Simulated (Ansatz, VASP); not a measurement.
AlNi3 in VASP and in Ansatz

File INCAR:

```
ALGO = Fast
EDIFF = 1E-7
ENCUT = 520
GGA = PS
ISIF = 2
ISMEAR = 0
LASPH = True
LCHARG = False
LREAL = False
LWAVE = False
NBANDS = 24
NELM = 80
PREC = Accurate
SIGMA = 0.15
```

The input KPOINTS:

```
k-points
0
Gamma
  14 14 14
```

POSCAR

```
AlNi3
1.0
    0.0000000000      3.0082884457      2.7984078565
    2.5885272673      0.0000000000      2.7984078565
    2.5885272673      3.0082884457      0.0000000000
Al Ni
1 3
Direct
    0.5000000000      0.5000000000      0.5000000000
    0.2500000000      0.2500000000      0.2500000000
    0.0000000000      0.0000000000      0.0000000000
    0.7500000000      0.7500000000      0.7500000000
```

Input for Ansatz:

```yaml
crystal:
  lattice:
    - [0.0, 3.0082884457, 2.7984078565]
    - [2.5885272673, 0.0, 2.7984078565]
    - [2.5885272673, 3.0082884457, 0.0]
  atoms:
    - { symbol: Al, position: [0.5, 0.5, 0.5] }
    - { symbol: Ni, position: [0.25, 0.25, 0.25] }
    - { symbol: Ni, position: [0.0, 0.0, 0.0] }
    - { symbol: Ni, position: [0.75, 0.75, 0.75] }
basis:
  ecutwfc: 420
kpoints:
  mp_grid: { grid: [14, 14, 14] }
hamiltonian:
  xc: pbesol
scf:
  occupations: { method: gaussian, width: 0.15 }
output:
  forces: true
  stress: true
  eigenvalues: true
```

Change from the starting cell: strain -0.0750 x Voigt [1, -1, 0, 0, 0, 0], atoms carried along.

Alike in both runs: task single point; functional PBEsol; k mesh 14 × 14 × 14; occupations gaussian, width 0.15 eV; no spin polarisation.

|  | VASP | Ansatz |
| --- | --- | --- |
| version | VASP 6.6.1 | Ansatz 0.2.0 |
| potentials or method | VASP PAW PBE potentials, release 64 (Al, Ni), cutoff 520 eV | scalar-relativistic, plane waves, PAW |
| valence electrons in the cell | 33 | 57 |

Ansatz gave:

- gap on the k mesh at the Fermi level (eV): none
- pressure (GPa): 1.6
- traceless stress, the component that is largest in VASP (GPa): -3.60

Problem. What did VASP give for the same quantities?

Solution. gap on the k mesh at the Fermi level (eV): none; pressure (GPa): 1.7; traceless stress, the component that is largest in VASP (GPa): -3.59.

VASP's potentials were made for PBE, not for PBEsol. A gap of «none» marks a metal or a gap that the smearing closes. With one functional, cell and mesh, what is left measures potentials, basis and numerics. VASP's potentials hold 33 valence electrons a cell and Ansatz's 57, so a difference there can come from the potentials and not from the codes.
